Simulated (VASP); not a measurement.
**Bi: single point with LDA**

Bi:

```xyz
1
Lattice="3.1975 0.0000 0.0000 0.0000 3.1975 0.0000 0.0000 0.0000 3.1975" Properties=species:S:1:pos:R:3 pbc="T T T"
Bi    0.0000    0.0000    0.0000
```

This isn't the form of Bi at room conditions, which is rhombohedral.

| Item | Value |
| --- | --- |
| Program | VASP 6.6.1 |
| Task | single point |
| Functional | LDA |
| Potentials or basis | VASP PAW LDA potentials, release 64 (Bi_d) |
| Cutoff | 500 eV |
| k mesh | 12 × 12 × 12 |
| Occupations | fermi-dirac, width 0.05 eV |
| Spin | no spin polarisation |

```yaml
Pressure: 0.1 GPa
Band_gap_on_the_k_mesh: zero (an odd number of electrons rules out a gap without spin polarisation)
```

Levels at points of the mesh, in eV from the Fermi level:
```csv
k point,band 6,band 7,band 8,band 9,band 10,band 11
"(0.00, 0.00, 0.00)",-13.52,3.18,3.18,3.18,6.56,7.98
"(0.50, 0.00, 0.00)",-11.46,-5.33,5.20,5.20,9.76,10.33
"(0.50, 0.50, 0.00)",-9.42,-3.36,-3.36,2.59,7.33,12.01
"(0.50, 0.50, 0.50)",-7.33,-1.51,-1.51,-1.51,5.36,5.36
```

Run time: 23 s on 1 thread of Intel Xeon 8259CL, with other jobs on the host, peak memory 0.15 GiB.

Caveat: spin-orbit coupling is left out, which moves the levels of the heavy elements.
